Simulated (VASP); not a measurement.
# ZnSe (rocksalt type): single point with LDA

Crystal: ZnSe (rocksalt type).

```
Zn Se
1.0
     0.00000    2.24639    2.24639
     2.24639    0.00000    2.24639
     2.24639    2.24639    0.00000
Zn Se
1 1
Direct
  0.00000 0.00000 0.00000
  0.50000 0.50000 0.50000
```

This cell differs from its parent crystal: volume scaled by 0.64.

* Program: VASP 6.6.1
* Task: single point
* Functional: LDA
* Potentials or basis: VASP PAW LDA potentials, release 64 (Zn, Se)
* Cutoff: 520 eV
* k mesh: 13 × 13 × 13
* Occupations: fermi-dirac, width 0.1 eV
* Spin: no spin polarisation

```json
{
  "Pressure": "114.2 GPa",
  "Band gap on the k mesh": "zero (band 9 reaches 10.25 eV, above the bottom of band 10 at 8.74 eV)"
}
```

Levels at points of the mesh, in eV from the Fermi level:
```tsv
k point	band 5	band 6	band 7	band 8	band 9	band 10	band 11	band 12	band 13	band 14
(0.00, 0.00, 0.00)	-9.21	-9.21	-1.20	-1.20	-1.20	5.42	8.44	8.44	8.44	10.15
```

Wall time 35 s on 1 thread of AMD EPYC 7R43 64-Core Processor (Zen 3) (shared host), peak memory 0.11 GiB.
